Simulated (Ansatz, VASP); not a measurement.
Two plane-wave programs on ZrSe2

```xyz
3
Lattice="3.7881 0.0000 0.0000 -1.8941 3.2806 0.0000 0.0000 0.0000 6.1801" Properties=species:S:1:pos:R:3 pbc="T T T"
Zr    0.0000    0.0000    0.0000
Se    0.0000    2.1871    1.5686
Se    1.8941    1.0935    4.6115
```

Alike in both runs: task single point; functional PBE-based screened hybrid; k mesh 6 × 6 × 2; no spin polarisation.

|  | VASP | Ansatz |
| --- | --- | --- |
| version | VASP 6.6.1 | Ansatz 0.2.0 |
| potentials or method | VASP PAW PBE potentials, release 64 (Zr_sv, Se) | plane waves |
| plane-wave cutoff (eV) | 400 | 420 |
| occupations | gaussian, width 0.01 eV | fixed |
| valence electrons in the cell | 24 | 44 |

Ansatz gave:

```
gap on the k mesh at the Fermi level (eV)                     : 4.86
pressure (GPa)                                                : -2.5
traceless stress, the component that is largest in VASP (GPa) : -0.58
rms of the force components (eV/Å)                            : 0.332
```

Estimate VASP's values.

gap on the k mesh at the Fermi level (eV): 4.99; pressure (GPa): -3.6; traceless stress, the component that is largest in VASP (GPa): -0.80; rms of the force components (eV/Å): 0.394.

VASP's potentials were made for PBE, not for PBE-based screened hybrid. Atom by atom the forces differ by 0.062 eV/Å (rms over components). VASP's potentials hold 24 valence electrons a cell and Ansatz's 44, so a difference there can come from the potentials and not from the codes. Ansatz's warnings: stress exchange threshold loose, stress scf threshold loose.

The k mesh is coarse, so the values compare programs but aren't converged.
